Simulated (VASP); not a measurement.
Wanted: the native input for a VASP 6.6.1 run.

| Quantity | Value |
| --- | --- |
| Task | single point |
| Functional | PBE |
| Potentials or basis | VASP PAW PBE potentials, release 64 (Zr_sv) |
| Cutoff | 520 eV |
| k mesh | 13 × 13 × 13 |
| Occupations | fermi-dirac, width 0.136057 eV |
| Spin | no spin polarisation |
| Dipole correction | no |
| Further INCAR settings | ALGO = Normal; EDIFF = 1e-06; NBANDS = 12 |

The structure of Zr lies in POSCAR:

```
Zr
1.0
   -1.7934432231      1.7934432231      1.7934432231
    1.7934432231     -1.7934432231      1.7934432231
    1.7934432231      1.7934432231     -1.7934432231
Zr
1
Direct
    0.0000000000      0.0000000000      0.0000000000
```

These files were run (other wordings do the same):

INCAR

```
SYSTEM = Zr
PREC = Accurate ; ENCUT = 520
EDIFF = 1E-6 ; ISMEAR = -1
SIGMA = 0.13605693000000002 ; LREAL = .False.
LASPH = .True. ; NELM = 60
ALGO = Normal ; ISIF = 2
LWAVE = .False. ; LCHARG = .False.
GGA = PE ; NBANDS = 12
```

KPOINTS

```
regular mesh
0
Gamma
  13 13 13
  0 0 0
```

Potentials or basis: VASP PAW PBE potentials, release 64 (Zr_sv).

Run with:

```console
$ cat potpaw_PBE.64/Zr_sv/POTCAR > POTCAR
$ mpirun -np 1 vasp_std > vasp.out
```

It gave:

The pressure is -0.3 GPa and the band gap on the k mesh is zero (band 6 reaches 9.94 eV, above the bottom of band 7 at 8.22 eV).

Run time: 25 s on 1 thread of Intel Xeon 8259CL (shared host), peak memory 0.15 GiB.
